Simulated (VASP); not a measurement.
# Al3Co2Ni (P-3m1) in VASP: single point with PBE

Aim: the single point of Al3Co2Ni with PBE.

All numbers are computed with VASP 6.6.1; they aren't measurements. Logs are shortened: lines on timing, memory, paths and dates and some standing lists are left out, and cuts for length are marked.

## Step 1: The cell of the first run

The structure is trigonal, space group P-3m1 (No. 164). The conventional cell has a = 4.063 Å, b = 4.063 Å, c = 4.972 Å, α = 90.00°, β = 90.00°, γ = 120.00°. Al (site symmetry -3m) has 2 Ni at 2.49 Å and 6 Co at 2.49 Å and 6 Al at 2.86 Å within 3.3 Å. Within 3.3 Å of Al (site symmetry 3m) lie 5 Co at 2.47 to 2.50 Å and 3 Ni at 2.49 Å and 6 Al at 2.86 to 2.89 Å. Co (site symmetry 3m) has 8 Al at 2.47 to 2.50 Å and 3 Ni at 2.87 Å and 3 Co at 2.88 Å within 3.3 Å. Ni (site symmetry -3m) has 8 Al at 2.49 Å and 6 Co at 2.87 Å within 3.3 Å.

## Step 2: Single point, PBE, collinear spin, ferromagnetic start

INCAR

```
PREC = Accurate ; ENCUT = 520
EDIFF = 1E-6 ; ISMEAR = 0
SIGMA = 0.1 ; LREAL = F
LASPH = T ; NELM = 150
ALGO = Normal ; ISIF = 2
LWAVE = F ; LCHARG = F
ISPIN = 2 ; MAGMOM = 0 0 0 0.65 0.65 0.29
LORBIT = 11 ; LMAXMIX = 4
GGA = PE ; NBANDS = 32
```

KPOINTS

```
Automatic mesh
0
Gamma
  12 12 8
```

POSCAR

```
Al3Co2Ni
1.0
    4.0631738400      0.0000000000      0.0000000000
   -2.0315869200      3.5188117654      0.0000000000
    0.0000000000      0.0000000000      4.9716308000
Al Co Ni
3 2 1
Direct
    0.0000000000      0.0000000000      0.0000000000
    0.6666666667      0.3333333333      0.3295800000
    0.3333333333      0.6666666667      0.6704200000
    0.6666666667      0.3333333333      0.8325010000
    0.3333333333      0.6666666667      0.1674990000
    0.0000000000      0.0000000000      0.5000000000
```

Potentials or basis: VASP PAW PBE potentials, release 64 (Al, Co, Ni).

Run with:

```sh
$ cat potpaw_PBE.64/Al/POTCAR potpaw_PBE.64/Co/POTCAR potpaw_PBE.64/Ni/POTCAR > POTCAR
$ mpirun -np 1 vasp_std > vasp.out
```

OUTCAR:

```text
PREC = Accurate
   ENCUT = 520
   EDIFF = 1E-6
   ISMEAR = 0
   LREAL = F
   LASPH = T
   NELM = 150
   ISIF = 2
   ISPIN = 2
   LORBIT = 11
   GGA = PE

 ion  position               nearest neighbor table
   1  0.000  0.000  0.000-   6 2.49   6 2.49   4 2.49   5 2.49   5 2.49   4 2.49   4 2.49   5 2.49
                             2 2.86   3 2.86   3 2.86   2 2.86   3 2.86   2 2.86
   2  0.667  0.333  0.330-   4 2.47   5 2.48   5 2.48   5 2.48   6 2.49   6 2.49   6 2.49   4 2.50
                             1 2.86   1 2.86   1 2.86   3 2.89   3 2.89   3 2.89
   3  0.333  0.667  0.670-   5 2.47   4 2.48   4 2.48   4 2.48   6 2.49   6 2.49   6 2.49   5 2.50
                             1 2.86   1 2.86   1 2.86   2 2.89   2 2.89   2 2.89
   4  0.667  0.333  0.833-   2 2.47   3 2.48   3 2.48   3 2.48   1 2.49   1 2.49   1 2.49   2 2.50
                             6 2.87   6 2.87   6 2.87   5 2.88   5 2.88   5 2.88
   5  0.333  0.667  0.167-   3 2.47   2 2.48   2 2.48   2 2.48   1 2.49   1 2.49   1 2.49   3 2.50
                             6 2.87   6 2.87   6 2.87   4 2.88   4 2.88   4 2.88
   6  0.000  0.000  0.500-   1 2.49   1 2.49   3 2.49   2 2.49   3 2.49   2 2.49   2 2.49   3 2.49
                             5 2.87   4 2.87   4 2.87   5 2.87   4 2.87   5 2.87

  LATTYP: Found a hexagonal cell.
 ALAT       =     4.0631738400
 C/A-ratio  =     1.2235830894

  Lattice vectors:

 A1 = (   4.0631738400,   0.0000000000,   0.0000000000)
 A2 = (  -2.0315869200,   3.5188117654,   0.0000000000)
 A3 = (   0.0000000000,   0.0000000000,   4.9716308000)

Analysis of symmetry for initial positions (statically):
=====================================================================
 Subroutine PRICEL returns:
 Original cell was already a primitive cell.

 Routine SETGRP: Setting up the symmetry group for a
 hexagonal supercell.

 Subroutine GETGRP returns: Found 12 space group operations
 (whereof 12 operations were pure point group operations)
 out of a pool of 24 trial point group operations.

The static configuration has the point symmetry D_3d.

Analysis of symmetry for dynamics (positions and initial velocities):
=====================================================================
 Subroutine PRICEL returns:
 Original cell was already a primitive cell.

 Routine SETGRP: Setting up the symmetry group for a
 hexagonal supercell.

 Subroutine GETGRP returns: Found 12 space group operations
 (whereof 12 operations were pure point group operations)
 out of a pool of 24 trial point group operations.

The dynamic configuration has the point symmetry D_3d.

Analysis of structural, dynamic, and magnetic symmetry:
=====================================================================
 Subroutine PRICEL returns:
 Original cell was already a primitive cell.

 Routine SETGRP: Setting up the symmetry group for a
 hexagonal supercell.

 Subroutine GETGRP returns: Found 12 space group operations
 (whereof 12 operations were pure point group operations)
 out of a pool of 24 trial point group operations.

The overall configuration has the point symmetry D_3d.

 Subroutine INISYM returns: Found 12 space group operations
 (whereof 12 operations are pure point group operations),
 and found     1 'primitive' translations

----------------------------------------------------------------------------------------

                                     Primitive cell

  volume of cell :      71.0821

  direct lattice vectors                    reciprocal lattice vectors
     4.063173840  0.000000000  0.000000000     0.246113024  0.142093421  0.000000000
    -2.031586920  3.518811765  0.000000000     0.000000000  0.284186841  0.000000000
     0.000000000  0.000000000  4.971630800     0.000000000  0.000000000  0.201141243

  length of vectors
     4.063173840  4.063173840  4.971630800     0.284186841  0.284186841  0.201141243

  position of ions in fractional coordinates (direct lattice)
     0.000000000  0.000000000  0.000000000
     0.666666667  0.333333333  0.329580000
     0.333333333  0.666666667  0.670420000
     0.666666667  0.333333333  0.832501000
     0.333333333  0.666666667  0.167499000
     0.000000000  0.000000000  0.500000000

  ion indices of the primitive-cell ions
   primitive index   ion index
                 1           1
                 2           2
                 3           3
                 4           4
                 5           5
                 6           6

----------------------------------------------------------------------------------------

 KPOINTS: Automatic mesh

Automatic generation of k-mesh.
 Grid dimensions read from file:
 generate k-points for:   12   12    8

 Generating k-lattice:

  Cartesian coordinates                     Fractional coordinates (reciprocal lattice)
     0.020509419  0.011841118  0.000000000     0.083333333  0.000000000  0.000000000
     0.000000000  0.023682237  0.000000000     0.000000000  0.083333333  0.000000000
     0.000000000  0.000000000  0.025142655     0.000000000  0.000000000  0.125000000

  Length of vectors
     0.023682237  0.023682237  0.025142655

  Shift w.r.t. Gamma in fractional coordinates (k-lattice)
     0.000000000  0.000000000  0.000000000

 Subroutine IBZKPT returns following result:
 ===========================================

 Found    131 irreducible k-points:

 Following reciprocal coordinates:
            Coordinates               Weight
  0.000000  0.000000  0.000000      1.000000
  0.083333 -0.000000  0.000000      6.000000
  0.166667 -0.000000  0.000000      6.000000
  0.250000  0.000000  0.000000      6.000000
  0.333333 -0.000000  0.000000      6.000000
  0.416667 -0.000000  0.000000      6.000000
[... 16 lines left out ...]
  0.166667 -0.000000  0.125000      6.000000
  0.000000  0.166667  0.125000      6.000000
 [... further k-points ...]
   k-points           NKPTS =    131   k-points in BZ     NKDIM =    131   number of bands    NBANDS=     32
   number of dos      NEDOS =    301   number of ions     NIONS =      6
   total plane-waves  NPLWV =  36000
   dimension x,y,z NGX =    30 NGY =   30 NGZ =   40
   dimension x,y,z NGXF=    60 NGYF=   60 NGZF=   80
   ions per type =               3   2   1
   NGX,Y,Z   is equivalent  to a cutoff of  12.27, 12.27, 13.38 a.u.
   NGXF,Y,Z  is equivalent  to a cutoff of  24.55, 24.55, 26.75 a.u.
 SYSTEM =  unknown system
   PREC   = accura    normal or accurate (medium, high low for compatibility)
   ISTART =      0    job   : 0-new  1-cont  2-samecut
   ICHARG =      2    charge: 1-file 2-atom 10-const
   ISPIN  =      2    spin polarized calculation?
   LNONCOLLINEAR =      F non collinear calculations
   LSORBIT =      F    spin-orbit coupling
   LASPH  =      T    aspherical Exc in radial PAW
   ENCUT  =  520.0 eV  38.22 Ry    6.18 a.u.   7.55  7.55  9.24*2*pi/ulx,y,z
   NELM   =    150;   NELMIN=  2; NELMDL= -5     # of ELM steps
   EDIFF  = 0.1E-05   stopping-criterion for ELM
   LREAL  =      F    real-space projection
   EDIFFG = 0.1E-04   stopping-criterion for IOM
   NSW    =      0    number of steps for IOM
   IBRION =     -1    ionic relax: 0-MD 1-quasi-New 2-CG
   NFREE  =      0    steps in history (QN), initial steepest desc. (CG)
   ISIF   =      2    stress and relaxation
   ISYM   =      2    0-nonsym 1-usesym 2-fastsym
   POTIM  = 0.5000    time-step for ionic-motion
   TEBEG  =    0.0;   TEEND  =   0.0 temperature during run
   PSTRESS=    0.0 pullay stress
   NELECT =      37.0000    total number of electrons
   NUPDOWN=      -1.0000    fix difference up-down
   EMIN   =  10.00;   EMAX   =-10.00  energy-range for DOS
   EFERMI =   0.00;   METHOD = LEGACY
   ISMEAR =     0;   SIGMA  =   0.10  broadening in eV -4-tet -1-fermi 0-gaus
   EFERMI_NEDOS =   21; number of points for ismear=-14 and -15
   IALGO  =     38    algorithm
   IMIX   =      4    mixing-type and parameters
     AMIX     =   0.40;   BMIX     =  1.00
     AMIX_MAG =   1.60;   BMIX_MAG =  1.00
  volume/ion in A,a.u.               =      11.85        79.95
  Fermi-wavevector in a.u.,A,eV,Ry     =   1.316908  2.488595 23.595844  1.734246
  Thomas-Fermi vector in A             =   2.446986
   LORBIT       =     11    0 simple, 1 ext, 2 COOP (PROOUT), +10 PAW based schemes
   GGA     = PE    functional components
   LHFCALC =     F    Hartree Fock is set to
   AEXX    =    0.0000 exact exchange contribution
   IVDW    =     0    specifies the selected vdW correction
   LEPSILON=     F    determine dielectric tensor
   LRPA    =     F    only Hartree local field effects (RPA)
 spin polarized calculation
 Gauss-broadening in eV      SIGMA  =   0.10
  energy-cutoff  :      520.00
  volume of cell :       71.08
 maximum number of plane-waves:      1940
   NGX = 15   NGY = 15   NGZ = 19

 number of electron      36.9999972 magnetization       1.2271227

 Free energy of the ion-electron system (eV)
  ---------------------------------------------------
  ext. energy  EPLUGINS =         0.00000000
  ---------------------------------------------------
  free energy    TOTEN  =       -34.38833022 eV

  energy without entropy =      -34.37586730  energy(sigma->0) =      -34.38209876

 E-fermi :  10.2165     XC(G=0): -12.1325

 val. band max:       10.2162600700   @ k =   0.1667  -0.0000   0.1250
 cond. band min:      10.2201444405   @ k =   0.4167  -0.0000   0.0000
 fundamental gap:      0.0038843705
 Fermi energy:        10.2164943863

 spin component 1

 k-point     1 :       0.0000    0.0000    0.0000
  band No.  band energies     occupation
      1      -0.7804      1.00000
      2       4.4739      1.00000
      3       4.4779      1.00000
      4       6.6357      1.00000
      5       6.6357      1.00000
      6       6.9057      1.00000
[... 22 lines left out ...]
     29      17.8940      0.00000
     30      18.0597      0.00000

 k-point     2 :       0.0833   -0.0000    0.0000
  band No.  band energies     occupation
      1      -0.6944      1.00000
      2       4.5224      1.00000
      3       4.5267      1.00000
      4       6.5368      1.00000
      5       6.6622      1.00000
      6       6.8053      1.00000
[... 718 lines left out ...]
 k-point    24 :       0.0000    0.1667    0.1250
  band No.  band energies     occupation
      1      -0.3415      1.00000
      2       3.7600      1.00000
      3       5.3114      1.00000
      4       6.1560      1.00000
      5       6.5556      1.00000
      6       6.5962      1.00000
[... 22 lines left out ...]
     29      17.7727      0.00000
     30      18.7709      0.00000

 [... further k-points ...]

 spin component 2

 k-point     1 :       0.0000    0.0000    0.0000
  band No.  band energies     occupation
      1      -0.7931      1.00000
      2       4.4822      1.00000
      3       4.5057      1.00000
      4       6.7450      1.00000
      5       6.7450      1.00000
      6       7.1060      1.00000
[... 22 lines left out ...]
     29      17.9381      0.00000
     30      18.1320      0.00000

 k-point     2 :       0.0833   -0.0000    0.0000
  band No.  band energies     occupation
      1      -0.7070      1.00000
      2       4.5332      1.00000
      3       4.5556      1.00000
      4       6.6406      1.00000
      5       6.7697      1.00000
      6       6.9712      1.00000
[... 718 lines left out ...]
 k-point    24 :       0.0000    0.1667    0.1250
  band No.  band energies     occupation
      1      -0.3542      1.00000
      2       3.7627      1.00000
      3       5.3755      1.00000
      4       6.2577      1.00000
      5       6.6750      1.00000
      6       6.6954      1.00000
[... 22 lines left out ...]
     29      17.8409      0.00000
     30      18.8085      0.00000

 [... further k-points ...]

 [bands above 30 left out]

------------------------ aborting loop because EDIFF is reached ----------------------------------------

  FORCE on cell =-STRESS in cart. coord.  units (eV):
  Direction    XX          YY          ZZ          XY          YZ          ZX
  --------------------------------------------------------------------------------------
  -------------------------------------------------------------------------------------
  Total       -0.0418149     -0.0418149     -0.0358480      0.0000000      0.0000000      0.0000000
  in kB       -0.9424988     -0.9424988     -0.8080063      0.0000000      0.0000000      0.0000000
  external PRESSURE =      -0.8976680 kB  Pullay stress =       0.0000000 kB

 VOLUME and BASIS-vectors are now :
 -----------------------------------------------------------------------------
  energy-cutoff  :      520.00
  volume of cell :       71.08
      direct lattice vectors                 reciprocal lattice vectors
     4.063173840  0.000000000  0.000000000     0.246113024  0.142093421  0.000000000
    -2.031586920  3.518811765  0.000000000     0.000000000  0.284186841  0.000000000
     0.000000000  0.000000000  4.971630800     0.000000000  0.000000000  0.201141243

 POSITION                                       TOTAL-FORCE (eV/Angst)
 -----------------------------------------------------------------------------------
      0.00000      0.00000      0.00000        -0.000000      0.000000      0.000000
      2.03159      1.17294      1.63855        -0.000000     -0.000000     -0.002708
     -0.00000      2.34587      3.33308         0.000000      0.000000      0.002708
      2.03159      1.17294      4.13889         0.000000      0.000000      0.001395
     -0.00000      2.34587      0.83274        -0.000000      0.000000     -0.001395
      0.00000      0.00000      2.48582        -0.000000      0.000000      0.000000
 -----------------------------------------------------------------------------------
    total drift:                               -0.000000      0.000000     -0.000000

  FREE ENERGIE OF THE ION-ELECTRON SYSTEM (eV)
  ---------------------------------------------------
  free  energy   TOTEN  =       -34.3883302163 eV

  energy  without entropy=      -34.3758672977  energy(sigma->0) =      -34.38209876

 total charge

# of ion       s       p       d       tot
------------------------------------------
    1        0.389   0.420   0.000   0.810
    2        0.390   0.419   0.000   0.809
    3        0.390   0.419   0.000   0.809
    4        0.434   0.481   7.501   8.416
    5        0.434   0.481   7.501   8.416
    6        0.473   0.540   8.435   9.448
--------------------------------------------------
tot          2.509   2.762  23.438  28.709

 magnetization (x)

# of ion       s       p       d       tot
------------------------------------------
    1       -0.002  -0.002   0.000  -0.004
    2       -0.002  -0.000   0.000  -0.002
    3       -0.002  -0.000   0.000  -0.002
    4        0.013   0.001   0.532   0.546
    5        0.013   0.001   0.532   0.546
    6        0.001  -0.016   0.237   0.221
--------------------------------------------------
tot          0.020  -0.017   1.301   1.305
```

Wall time 7.6 min (1 thread of Oxide Virtual Turin-like, shared host); peak memory 0.51 GiB.

What came out:

| Property | Result |
| --- | --- |
| Free energy | -34.3883 eV |
| Pressure | -0.1 GPa |
| Net moment | 1.23 μB per cell |
| Site moments | Al -0.00; Co +0.55; Ni +0.22 μB |
| Valence electrons inside the program's atomic spheres | Al 0.81; Co 8.42; Ni 9.45 |

Forces on the atoms (eV/Å):
```
Al   0.000  0.000  0.000
Al   0.000  0.000 -0.003
Al   0.000  0.000  0.003
Co   0.000  0.000  0.001
Co   0.000  0.000 -0.001
Ni   0.000  0.000  0.000
```

Levels at points of the mesh, in eV from the Fermi level:
Spin up:
```tsv
k point	band 17	band 18	band 19	band 20	band 21	band 22
(0.00, 0.00, 0.00)	-1.18	-1.08	2.21	2.21	2.41	2.41
(0.50, 0.00, 0.00)	-1.59	-1.30	-0.84	0.45	0.82	1.91
(0.00, 0.00, 0.50)	-0.82	2.25	2.25	2.27	3.25	3.25
(0.50, 0.00, 0.50)	-1.48	-1.08	-0.42	0.65	0.95	2.60
```
Spin down:
```csv
k point,band 14,band 15,band 16,band 17,band 18,band 19,band 20,band 21,band 22,band 23
"(0.00, 0.00, 0.00)",-0.88,-0.88,-0.82,-0.82,-0.79,2.38,2.38,2.67,2.67,4.20
"(0.50, 0.00, 0.00)",-1.44,-1.37,-1.27,-1.24,-0.95,-0.02,0.76,1.35,2.31,3.17
"(0.00, 0.00, 0.50)",-1.02,-1.02,-0.03,-0.03,2.25,2.25,2.27,3.41,3.41,3.64
"(0.50, 0.00, 0.50)",-1.41,-1.29,-1.13,-0.99,-0.80,0.32,0.95,1.42,2.78,3.25
```
